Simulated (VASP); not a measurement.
Wanted: the native input for a VASP 6.6.1 run.

* Task: single point
* Functional: PBE
* Potentials or basis: VASP PAW PBE potentials, release 64 (Mg, O)
* Cutoff: 600 eV
* k mesh: 8 × 8 × 8
* Occupations: gaussian, width 0.01 eV
* Spin: no spin polarisation
* Dipole correction: no
* Further INCAR settings: ALGO = Normal; EDIFF = 1e-06; NBANDS = 11

The structure of MgO (Periclase) lies in POSCAR:

```
MgO
1.0
    0.0000000000      2.1085000000      2.1085000000
    2.1085000000      0.0000000000      2.1085000000
    2.1085000000      2.1085000000      0.0000000000
Mg O
1 1
Direct
   -0.0047427081      0.0047427081      0.0047427081
    0.5000000000      0.5000000000      0.5000000000
```

These files were run (other wordings do the same):

INCAR

```
PREC     = Accurate       # precision mode
ENCUT    = 600            # plane-wave cutoff, eV
EDIFF    = 1E-6           # SCF threshold, eV
ISMEAR   = 0              # smearing method
SIGMA    = 0.01           # smearing width, eV
LREAL    = False          # projectors in reciprocal space
LASPH    = True           # aspherical terms in the spheres
NELM     = 120            # most SCF steps
ALGO     = Normal         # electronic algorithm
ISIF     = 2              # what is computed and relaxed
LWAVE    = False          # write WAVECAR
LCHARG   = True           # write CHGCAR
GGA      = PE             # functional
LELF     = True           # ELF
LVHAR    = True         
NBANDS   = 11             # bands
GGA_COMPAT= False
```

KPOINTS

```
Automatic mesh
0
Gamma
  8 8 8
```

Potentials or basis: VASP PAW PBE potentials, release 64 (Mg, O).

Launch:

```console
$ cat potpaw_PBE.64/Mg/POTCAR potpaw_PBE.64/O/POTCAR > POTCAR
$ mpirun -np 1 vasp_std > vasp.out
```

Results of the run:

```yaml
Pressure: 3.1 GPa
Largest_force: 0.109 eV/Å
Band_gap_on_the_k_mesh: 4.69 eV, direct
```

It took 20 s on 1 thread of Intel Xeon 8259CL (shared host), peak memory 0.15 GiB.
